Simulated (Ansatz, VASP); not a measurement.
# W in VASP and in Ansatz

```
W
1.0
    -1.48567    1.56001    1.56001
     1.56001   -1.48567    1.56001
     1.56001    1.56001   -1.48567
W
1
Direct
  0.00000 0.00000 0.00000
```

Change from the starting cell: equal engineering shear yz, xz and xy +0.0467, equal normal strain along x, y and z -0.0200.

Alike in both runs: task single point; functional PBE; k mesh 20 × 20 × 20; occupations gaussian, width 0.15 eV; no spin polarisation.

|  | VASP | Ansatz |
| --- | --- | --- |
| version | VASP 6.6.1 | Ansatz 0.2.0 |
| potentials or method | VASP PAW PBE potentials, release 64 (W_sv), cutoff 520 eV | scalar-relativistic, plane waves, PAW |
| valence electrons in the cell | 14 | 14 |

|  | VASP | Ansatz | Ansatz less VASP |
| --- | --- | --- | --- |
| gap on the k mesh at the Fermi level (eV) | none | none | - |
| pressure (GPa) | 23.5 | 22.7 | -0.77 |
| traceless stress, the component that is largest in VASP (GPa) | -7.29 | -7.19 | +0.101 |

A gap of «none» marks a metal or a gap that the smearing closes. The functional is the same, so the differences come from potentials, cutoffs and numerics.

Neither program's run includes spin-orbit coupling.
